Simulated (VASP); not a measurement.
# Ru: relaxation of cell and atoms with PBEsol

Crystal: Ru.

```xyz
2
Lattice="2.7058 0.0000 0.0000 -1.3529 2.3433 0.0000 0.0000 0.0000 4.2819" Properties=species:S:1:pos:R:3 pbc="T T T"
Ru    1.3529    0.7811    3.2114
Ru    0.0000    1.5622    1.0705
```

```
Program                : VASP 6.6.1
Task                   : relaxation of cell and atoms
Functional             : PBEsol
Potentials or basis    : VASP PAW PBE potentials, release 64 (Ru_pv)
Cutoff                 : 600 eV
k mesh                 : 11 × 11 × 6
Occupations            : fermi-dirac, width 0.05 eV
Spin                   : no spin polarisation
Dipole correction      : no
Further INCAR settings : ALGO = Normal; EDIFF = 1e-07; IBRION = 2; EDIFFG = -0.005; NSW = 80; ISIF = 3
```

```json
{
  "Relaxed volume": "13.32 Å³/atom",
  "Relaxed cell": "a = 2.689 Å, b = 2.689 Å, c = 4.254 Å, α = 90.00°, β = 90.00°, γ = 120.00°",
  "Space group after relaxing (to 0.1 Å)": "P6_3/mmc (No. 194)",
  "Energy gained by relaxing": "5.1 meV/atom",
  "Ionic steps": "7",
  "Pressure after relaxing": "0.0 GPa",
  "Band gap on the k mesh": "zero (bands 14 and 15 overlap by 3.17 eV)"
}
```

The path:
```
step  energy change (eV)  largest force (eV/Å)  pressure (GPa)  volume (Å³)
   1              0.0000                0.0000           -6.32        27.15
   2              0.0992                0.0000           24.05        25.10
   3             -0.0102                0.0000           -0.17        26.65
   4             -0.0102                0.0000           -0.01        26.64
   5             -0.0102                0.0000            0.12        26.63
   6             -0.0102                0.0000           -0.31        26.66
   7             -0.0102                0.0000           -0.02        26.64
```

Final structure:
```xyz
2
Lattice="2.6892 0.0000 0.0000 -1.3446 2.3289 0.0000 0.0000 0.0000 4.2540" Properties=species:S:1:pos:R:3 pbc="T T T"
Ru    1.3446    0.7763    3.1905
Ru    0.0000    1.5526    1.0635
```

Levels at points of the mesh, in eV from the Fermi level:
| k point | band 12 | band 13 | band 14 | band 15 | band 16 | band 17 |
| --- | --- | --- | --- | --- | --- | --- |
| (0.00, 0.00, 0.00) | -1.90 | -1.90 | -1.36 | -1.36 | 1.30 | 1.30 |
| (0.00, 0.00, 0.50) | -2.78 | -2.73 | -2.73 | 0.64 | 0.64 | 0.64 |

It took 2.7 min on 1 thread of Intel Xeon 8259CL, with other jobs on the host, peak memory 0.18 GiB.

Caveat: the PAW data sets were made with another functional, which shifts forces and pressure a little.
